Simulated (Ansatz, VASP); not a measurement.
## Two plane-wave programs on MoS2

INCAR

```
ALGO = Normal
EDIFF = 1E-6
EDIFFG = -0.008
ENCUT = 520
GGA = PS
IBRION = 2
ISIF = 2
ISMEAR = 0
LASPH = T
LCHARG = F
LREAL = F
LWAVE = F
NELM = 80
NSW = 60
PREC = Accurate
SIGMA = 0.02
```

KPOINTS

```
k-points
0
Gamma
  12 12 2
```

Contents of POSCAR:

```
MoS2
1.0
    3.1413882571      0.0000000000      0.0000000000
   -1.5706941286      2.7205220338      0.0000000000
    0.0000000000      0.0000000000     12.3333869060
Mo S
2 4
Direct
    0.6666666667      0.3333333333      0.2500000000
    0.3333333333      0.6666666667      0.7500000000
    0.6666666667      0.3333333333      0.6261196804
    0.3333333333      0.6666666667      0.3738803196
    0.6666666667      0.3333333333      0.8738803196
    0.3333333333      0.6666666667      0.1261196804
```

Input for Ansatz:

```yaml
crystal:
  lattice:
    - [3.1413882571, 0.0, 0.0]
    - [-1.5706941286, 2.7205220338, 0.0]
    - [0.0, 0.0, 12.333386906]
  atoms:
    - { symbol: Mo, position: [0.6666666667, 0.3333333333, 0.25] }
    - { symbol: Mo, position: [0.3333333333, 0.6666666667, 0.75] }
    - { symbol: S, position: [0.6666666667, 0.3333333333, 0.6261196804] }
    - { symbol: S, position: [0.3333333333, 0.6666666667, 0.3738803196] }
    - { symbol: S, position: [0.6666666667, 0.3333333333, 0.8738803196] }
    - { symbol: S, position: [0.3333333333, 0.6666666667, 0.1261196804] }
basis:
  ecutwfc: 420
kpoints:
  mp_grid: { grid: [12, 12, 2] }
hamiltonian:
  xc: pbesol
scf:
  occupations: { method: gaussian, width: 0.02 }
output:
  forces: true
  stress: true
  eigenvalues: true
relax:
  adjacent_minimum: "off"
  f_tol: 0.008
  max_steps: 40
```

Change from the starting cell: strain along c alone, the other axes held, atoms relaxed: -2.0 %.

Alike in both runs: task relaxation of the atoms; functional PBEsol; k mesh 12 × 12 × 2; occupations gaussian, width 0.02 eV; no spin polarisation.

```csv
,VASP,Ansatz
version,VASP 6.6.1,Ansatz 0.2.0
potentials or method,"VASP PAW PBE potentials, release 64 (Mo_sv, S), cutoff 520 eV","scalar-relativistic, plane waves, PAW"
valence electrons in the cell,52,52
```

VASP gave:

```
gap on the k mesh at the Fermi level, each at its own relaxed structure (eV) : 0.88
```

Q: What did Ansatz give for the same quantities?

A: gap on the k mesh at the Fermi level, each at its own relaxed structure (eV): 0.87.

VASP's potentials were made for PBE, not for PBEsol. Ansatz's warnings: stress scf threshold loose.
